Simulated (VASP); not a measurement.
# SiC (I-4m2) in VASP: single point with PBE

Aim: the single point of SiC with PBE.

Program: VASP 6.6.1. These are calculated values, not measurements. Logs are shortened: lines on timing, memory, paths and dates and some standing lists are left out, and cuts for length are marked.

## (1) The cell of the first run

Symmetry: I-4m2, No. 119, tetragonal system. Conventional cell: a = 2.829 Å, b = 2.829 Å, c = 4.522 Å, α = 90.00°, β = 90.00°, γ = 90.00°. Si (site symmetry -4m2) has 4 C at 1.81 Å within 2.4 Å. Within 2.4 Å of C (site symmetry -4m2) lie 4 Si at 1.81 Å.

## (2) Single point, PBE (strain -0.080 along x and y, +0.040 along z)

Contents of INCAR:

```
PREC     = Accurate       # precision mode
ENCUT    = 520            # plane-wave cutoff, eV
EDIFF    = 1E-6           # SCF threshold, eV
ISMEAR   = 0              # smearing method
SIGMA    = 0.05           # smearing width, eV
LREAL    = False          # projectors in reciprocal space
LASPH    = True           # aspherical terms in the spheres
NELM     = 80             # most SCF steps
ALGO     = Normal         # electronic algorithm
ISIF     = 2              # what is computed and relaxed
LWAVE    = False          # write WAVECAR
LCHARG   = True           # write CHGCAR
GGA      = PE             # functional
LELF     = True           # ELF
LVHAR    = True         
NBANDS   = 11             # bands
```

Contents of KPOINTS:

```
regular mesh
0
Gamma
  12 12 12
```

Contents of POSCAR:

```
SiC
1.0
    0.0000000000      2.0000800000      2.2609600000
    2.0000800000      0.0000000000      2.2609600000
    2.0000800000      2.0000800000      0.0000000000
Si C
1 1
Direct
    0.0000000000      0.0000000000      0.0000000000
    0.7500000000      0.7500000000      0.7500000000
```

Potentials or basis: VASP PAW PBE potentials, release 64 (Si, C).

Command:

```bash
$ cat potpaw_PBE.64/Si/POTCAR potpaw_PBE.64/C/POTCAR > POTCAR
$ mpirun -np 1 vasp_std > vasp.out
```

OUTCAR:

```text
PREC = Accurate
   ENCUT = 520
   EDIFF = 1E-6
   ISMEAR = 0
   LREAL = False
   LASPH = True
   NELM = 80
   ISIF = 2
   GGA = PE

 ion  position               nearest neighbor table
   1  0.000  0.000  0.000-   2 1.81   2 1.81   2 1.81   2 1.81
   2  0.750  0.750  0.750-   1 1.81   1 1.81   1 1.81   1 1.81

  LATTYP: Found a body centered tetragonal cell.
 ALAT       =     2.8285402618
 C/A-ratio  =     1.5986762009

  Lattice vectors:

 A1 = (  -2.0000800000,   0.0000000000,   2.2609600000)
 A2 = (   2.0000800000,   0.0000000000,   2.2609600000)
 A3 = (   0.0000000000,   2.0000800000,  -2.2609600000)

Analysis of symmetry for initial positions (statically):
=====================================================================
 Subroutine PRICEL returns:
 Original cell was already a primitive cell.

 Routine SETGRP: Setting up the symmetry group for a
 body centered tetragonal supercell.

 Subroutine GETGRP returns: Found  8 space group operations
 (whereof  8 operations were pure point group operations)
 out of a pool of 16 trial point group operations.

The static configuration has the point symmetry D_2d.

Analysis of symmetry for dynamics (positions and initial velocities):
=====================================================================
 Subroutine PRICEL returns:
 Original cell was already a primitive cell.

 Routine SETGRP: Setting up the symmetry group for a
 body centered tetragonal supercell.

 Subroutine GETGRP returns: Found  8 space group operations
 (whereof  8 operations were pure point group operations)
 out of a pool of 16 trial point group operations.

The dynamic configuration has the point symmetry D_2d.

 Subroutine INISYM returns: Found  8 space group operations
 (whereof  8 operations are pure point group operations),
 and found     1 'primitive' translations

----------------------------------------------------------------------------------------

                                     Primitive cell

  volume of cell :      18.0891

  direct lattice vectors                    reciprocal lattice vectors
     0.000000000  2.000080000  2.260960000    -0.249990000  0.249990000  0.221145000
     2.000080000  0.000000000  2.260960000     0.249990000 -0.249990000  0.221145000
     2.000080000  2.000080000  0.000000000     0.249990000  0.249990000 -0.221145000

  length of vectors
     3.018652038  3.018652038  2.828540262     0.417007328  0.417007328  0.417007328

  position of ions in fractional coordinates (direct lattice)
     0.000000000  0.000000000  0.000000000
     0.750000000  0.750000000  0.750000000

  ion indices of the primitive-cell ions
   primitive index   ion index
                 1           1
                 2           2

----------------------------------------------------------------------------------------

 KPOINTS: regular mesh

Automatic generation of k-mesh.
 Grid dimensions read from file:
 generate k-points for:   12   12   12

 Generating k-lattice:

  Cartesian coordinates                     Fractional coordinates (reciprocal lattice)
    -0.020832500  0.020832500  0.018428750     0.083333333 -0.000000000  0.000000000
     0.020832500 -0.020832500  0.018428750    -0.000000000  0.083333333  0.000000000
     0.020832500  0.020832500 -0.018428750     0.000000000  0.000000000  0.083333333

  Length of vectors
     0.034750611  0.034750611  0.034750611

  Shift w.r.t. Gamma in fractional coordinates (k-lattice)
     0.000000000  0.000000000  0.000000000

 Subroutine IBZKPT returns following result:
 ===========================================

 Found    163 irreducible k-points:

 Following reciprocal coordinates:
            Coordinates               Weight
  0.000000  0.000000  0.000000      1.000000
  0.083333  0.000000  0.000000      8.000000
  0.166667 -0.000000  0.000000      8.000000
  0.250000 -0.000000  0.000000      8.000000
  0.333333 -0.000000  0.000000      8.000000
  0.416667  0.000000  0.000000      8.000000
[... 16 lines left out ...]
  0.500000  0.166667  0.000000      8.000000
 -0.416667  0.166667  0.000000      8.000000
 [... further k-points ...]
   k-points           NKPTS =    163   k-points in BZ     NKDIM =    163   number of bands    NBANDS=     11
   number of dos      NEDOS =    301   number of ions     NIONS =      2
   total plane-waves  NPLWV =  13824
   dimension x,y,z NGX =    24 NGY =   24 NGZ =   24
   dimension x,y,z NGXF=    48 NGYF=   48 NGZF=   48
   ions per type =               1   1
   NGX,Y,Z   is equivalent  to a cutoff of  13.22, 13.22, 14.11 a.u.
   NGXF,Y,Z  is equivalent  to a cutoff of  26.43, 26.43, 28.21 a.u.
 SYSTEM =  unknown system
   PREC   = accura    normal or accurate (medium, high low for compatibility)
   ISTART =      0    job   : 0-new  1-cont  2-samecut
   ICHARG =      2    charge: 1-file 2-atom 10-const
   ISPIN  =      1    spin polarized calculation?
   LNONCOLLINEAR =      F non collinear calculations
   LSORBIT =      F    spin-orbit coupling
   LASPH  =      T    aspherical Exc in radial PAW
   ENCUT  =  520.0 eV  38.22 Ry    6.18 a.u.   5.61  5.61  5.26*2*pi/ulx,y,z
   NELM   =     80;   NELMIN=  2; NELMDL= -5     # of ELM steps
   EDIFF  = 0.1E-05   stopping-criterion for ELM
   LREAL  =      F    real-space projection
   EDIFFG = 0.1E-04   stopping-criterion for IOM
   NSW    =      0    number of steps for IOM
   IBRION =     -1    ionic relax: 0-MD 1-quasi-New 2-CG
   NFREE  =      0    steps in history (QN), initial steepest desc. (CG)
   ISIF   =      2    stress and relaxation
   ISYM   =      2    0-nonsym 1-usesym 2-fastsym
   POTIM  = 0.5000    time-step for ionic-motion
   TEBEG  =    0.0;   TEEND  =   0.0 temperature during run
   PSTRESS=    0.0 pullay stress
   NELECT =       8.0000    total number of electrons
   NUPDOWN=      -1.0000    fix difference up-down
   EMIN   =  10.00;   EMAX   =-10.00  energy-range for DOS
   EFERMI =   0.00;   METHOD = LEGACY
   ISMEAR =     0;   SIGMA  =   0.05  broadening in eV -4-tet -1-fermi 0-gaus
   EFERMI_NEDOS =   21; number of points for ismear=-14 and -15
   IALGO  =     38    algorithm
   IMIX   =      4    mixing-type and parameters
     AMIX     =   0.40;   BMIX     =  1.00
     AMIX_MAG =   1.60;   BMIX_MAG =  1.00
  volume/ion in A,a.u.               =       9.04        61.04
  Fermi-wavevector in a.u.,A,eV,Ry     =   1.247285  2.357026 21.166846  1.555719
  Thomas-Fermi vector in A             =   2.381424
   LORBIT       =      0    0 simple, 1 ext, 2 COOP (PROOUT), +10 PAW based schemes
   GGA     = PE    functional components
   LHFCALC =     F    Hartree Fock is set to
   AEXX    =    0.0000 exact exchange contribution
   IVDW    =     0    specifies the selected vdW correction
   LEPSILON=     F    determine dielectric tensor
   LRPA    =     F    only Hartree local field effects (RPA)
 non-spin polarized calculation
 Gauss-broadening in eV      SIGMA  =   0.05
  energy-cutoff  :      520.00
  volume of cell :       18.09
 maximum number of plane-waves:       501
   NGX = 11   NGY = 11   NGZ = 11

 number of electron       8.0000000 magnetization

 Free energy of the ion-electron system (eV)
  ---------------------------------------------------
  ext. energy  EPLUGINS =         0.00000000
  ---------------------------------------------------
  free energy    TOTEN  =       -14.54333005 eV

  energy without entropy =      -14.54333005  energy(sigma->0) =      -14.54333005

 E-fermi :  10.4036     XC(G=0): -11.9695

 val. band max:       10.1762247097   @ k =  -0.0833   0.0833   0.0000
 cond. band min:      10.6323136330   @ k =   0.5000   0.0000   0.5000
 fundamental gap:      0.4560889233
 Fermi energy:        10.4036186720

 k-point     1 :       0.0000    0.0000    0.0000
  band No.  band energies     occupation
      1      -6.7889      2.00000
      2       9.0506      2.00000
      3      10.1138      2.00000
      4      10.1138      2.00000
      5      17.3682      0.00000
      6      18.0207      0.00000
      7      18.0207      0.00000
      8      18.1510      0.00000
      9      22.6243      0.00000
     10      25.0810      0.00000
     11      27.1828      0.00000

 k-point     2 :       0.0833    0.0000    0.0000
  band No.  band energies     occupation
      1      -6.6368      2.00000
      2       8.6796      2.00000
      3       9.6005      2.00000
      4      10.0599      2.00000
      5      17.3384      0.00000
      6      17.9771      0.00000
      7      18.2341      0.00000
      8      18.6457      0.00000
      9      22.1749      0.00000
     10      26.0653      0.00000
     11      26.1406      0.00000

 k-point     3 :       0.1667   -0.0000    0.0000
  band No.  band energies     occupation
      1      -6.1840      2.00000
      2       7.2333      2.00000
      3       8.9580      2.00000
      4       9.9282      2.00000
      5      16.6727      0.00000
      6      18.4084      0.00000
      7      18.7485      0.00000
      8      19.5058      0.00000
      9      22.2068      0.00000
     10      24.6754      0.00000
     11      27.0757      0.00000

 k-point     4 :       0.2500   -0.0000    0.0000
  band No.  band energies     occupation
      1      -5.4443      2.00000
      2       5.2128      2.00000
      3       8.4758      2.00000
      4       9.7790      2.00000
      5      15.9079      0.00000
      6      18.4123      0.00000
      7      19.1580      0.00000
      8      20.4332      0.00000
      9      23.2515      0.00000
     10      24.1275      0.00000
     11      26.9230      0.00000

 k-point     5 :       0.3333   -0.0000    0.0000
  band No.  band energies     occupation
      1      -4.4531      2.00000
      2       3.1519      2.00000
      3       8.0891      2.00000
      4       9.6588      2.00000
      5      15.2682      0.00000
      6      18.2896      0.00000
      7      19.0803      0.00000
      8      20.8920      0.00000
      9      24.7584      0.00000
     10      24.8323      0.00000
     11      27.4900      0.00000
[... 211 lines left out ...]
 k-point    21 :       0.3333    0.1667    0.0000
  band No.  band energies     occupation
      1      -4.8544      2.00000
      2       4.7098      2.00000
      3       7.3495      2.00000
      4       8.6770      2.00000
      5      15.1918      0.00000
      6      18.5563      0.00000
      7      19.8184      0.00000
      8      21.0302      0.00000
      9      23.1308      0.00000
     10      27.3071      0.00000
     11      29.2924      0.00000

 k-point    22 :       0.4167    0.1667    0.0000
  band No.  band energies     occupation
      1      -3.8531      2.00000
      2       3.0484      2.00000
      3       6.4184      2.00000
      4       8.6743      2.00000
      5      15.2214      0.00000
      6      18.2963      0.00000
      7      20.8309      0.00000
      8      21.1260      0.00000
      9      24.3585      0.00000
     10      27.9969      0.00000
     11      28.9615      0.00000

 k-point    23 :       0.5000    0.1667    0.0000
  band No.  band energies     occupation
      1      -2.7674      2.00000
      2       1.5023      2.00000
      3       5.8011      2.00000
      4       8.8358      2.00000
      5      15.4496      0.00000
      6      18.0855      0.00000
      7      20.3462      0.00000
      8      22.0414      0.00000
      9      25.6429      0.00000
     10      28.0895      0.00000
     11      28.8997      0.00000

 k-point    24 :      -0.4167    0.1667    0.0000
  band No.  band energies     occupation
      1      -2.2747      2.00000
      2       0.9016      2.00000
      3       5.4881      2.00000
      4       9.1317      2.00000
      5      15.8825      0.00000
      6      18.0170      0.00000
      7      19.9224      0.00000
      8      21.9498      0.00000
      9      26.1340      0.00000
     10      26.7989      0.00000
     11      28.9878      0.00000

 [... further k-points ...]

------------------------ aborting loop because EDIFF is reached ----------------------------------------

  FORCE on cell =-STRESS in cart. coord.  units (eV):
  Direction    XX          YY          ZZ          XY          YZ          ZX
  --------------------------------------------------------------------------------------
  -------------------------------------------------------------------------------------
  Total        6.1797350      6.1797350      1.4286172      0.0000000     -0.0000000      0.0000000
  in kB      547.3471029    547.3471029    126.5344701      0.0000000     -0.0000000      0.0000000
  external PRESSURE =     407.0762253 kB  Pullay stress =       0.0000000 kB

 VOLUME and BASIS-vectors are now :
 -----------------------------------------------------------------------------
  energy-cutoff  :      520.00
  volume of cell :       18.09
      direct lattice vectors                 reciprocal lattice vectors
     0.000000000  2.000080000  2.260960000    -0.249990000  0.249990000  0.221145000
     2.000080000  0.000000000  2.260960000     0.249990000 -0.249990000  0.221145000
     2.000080000  2.000080000  0.000000000     0.249990000  0.249990000 -0.221145000

 POSITION                                       TOTAL-FORCE (eV/Angst)
 -----------------------------------------------------------------------------------
      0.00000      0.00000      0.00000        -0.000000     -0.000000     -0.000000
      3.00012      3.00012      3.39144         0.000000      0.000000      0.000000
 -----------------------------------------------------------------------------------
    total drift:                                0.000000      0.000000     -0.000000

  FREE ENERGIE OF THE ION-ELECTRON SYSTEM (eV)
  ---------------------------------------------------
  free  energy   TOTEN  =       -14.5433300453 eV

  energy  without entropy=      -14.5433300453  energy(sigma->0) =      -14.54333005
```

It took 20 s on 1 thread of Intel Xeon 6975P-C (Granite Rapids), shared host; peak memory 0.15 GiB.

Results:

```
Free energy            : -14.5433 eV
Pressure               : 40.7 GPa
Band gap on the k mesh : 0.46 eV, indirect (least direct gap 4.53 eV)
```

Levels at points of the mesh, in eV from the valence-band top:
| k point | band 1 | band 2 | band 3 | band 4 | band 5 | band 6 | band 7 | band 8 |
| --- | --- | --- | --- | --- | --- | --- | --- | --- |
| (0.00, 0.00, 0.00) | -16.97 | -1.13 | -0.06 | -0.06 | 7.19 | 7.84 | 7.84 | 7.97 |
| (0.50, 0.00, 0.00) | -12.82 | -9.75 | -2.42 | -0.61 | 4.54 | 8.04 | 8.48 | 10.62 |
| (0.50, 0.50, 0.00) | -11.99 | -9.81 | -2.85 | -2.85 | 1.68 | 5.84 | 14.64 | 15.58 |
| (0.50, 0.00, 0.50) | -10.86 | -8.13 | -4.42 | -4.19 | 0.46 | 3.64 | 12.57 | 16.12 |

Caveat: the cell differs from its parent crystal (strain -0.080 along x and y, +0.040 along z). A k mesh can miss the band edges.
